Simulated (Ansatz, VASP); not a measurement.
# Ca: VASP beside Ansatz

File POSCAR:

```
Ca
1.0
   -2.2400000000      2.2400000000      2.2736000000
    2.2400000000     -2.2400000000      2.2736000000
    2.2400000000      2.2400000000     -2.2736000000
Ca
1
Direct
    0.0000000000      0.0000000000      0.0000000000
```

File INCAR.step1:

```
PREC     = Accurate       # precision mode
ENCUT    = 520            # plane-wave cutoff, eV
ISMEAR   = 0              # smearing method
SIGMA    = 0.15           # smearing width, eV
LREAL    = F              # projectors in reciprocal space
LASPH    = T              # aspherical terms in the spheres
NELM     = 100            # most SCF steps
NBANDS   = 11             # bands
GGA      = PE             # functional
ALGO     = Normal         # electronic algorithm
EDIFF    = 1E-4           # SCF threshold, eV
LWAVE    = T              # write WAVECAR
LCHARG   = F              # write CHGCAR
```

Contents of INCAR.step2:

```
PREC     = Accurate       # precision mode
ENCUT    = 520            # plane-wave cutoff, eV
EDIFF    = 1E-6           # SCF threshold, eV
ISMEAR   = 0              # smearing method
SIGMA    = 0.15           # smearing width, eV
LREAL    = F              # projectors in reciprocal space
LASPH    = T              # aspherical terms in the spheres
NELM     = 100            # most SCF steps
ALGO     = Normal         # electronic algorithm
ISIF     = 2              # what is computed and relaxed
LWAVE    = F              # write WAVECAR
LCHARG   = T              # write CHGCAR
METAGGA  = R2SCAN         # meta-GGA
LMIXTAU  = T            
LELF     = T              # ELF
LVHAR    = T            
NBANDS   = 11             # bands
ISTART   = 1
```

File KPOINTS:

```
regular mesh
0
Gamma
  16 16 16
```

Input for Ansatz:

```yaml
crystal:
  lattice:
    - [-2.24, 2.24, 2.2736]
    - [2.24, -2.24, 2.2736]
    - [2.24, 2.24, -2.2736]
  atoms:
    - { symbol: Ca, position: [0.0, 0.0, 0.0] }
basis:
  ecutwfc: 500
kpoints:
  mp_grid: { grid: [16, 16, 16] }
hamiltonian:
  xc: r2scan
scf:
  occupations: { method: gaussian, width: 0.15 }
output:
  forces: true
  stress: true
  eigenvalues: true
```

Change from the starting cell: strain +0.000 along x and y, +0.015 along z, atoms carried along.

Alike in both runs: task single point; functional r2SCAN; k mesh 16 × 16 × 16; occupations gaussian, width 0.15 eV; no spin polarisation.

```csv
,VASP,Ansatz
version,VASP 6.6.1,Ansatz 0.2.0
potentials or method,"VASP PAW PBE potentials, release 64 (Ca_sv), cutoff 520 eV","scalar-relativistic, plane waves, PAW"
valence electrons in the cell,10,10
```

|  | VASP | Ansatz | Ansatz less VASP |
| --- | --- | --- | --- |
| gap on the k mesh at the Fermi level (eV) | none | none | - |
| pressure (GPa) | -0.8 | -0.9 | -0.03 |

VASP's potentials were made for PBE, not for r2SCAN. A gap of «none» marks a metal or a gap that the smearing closes.
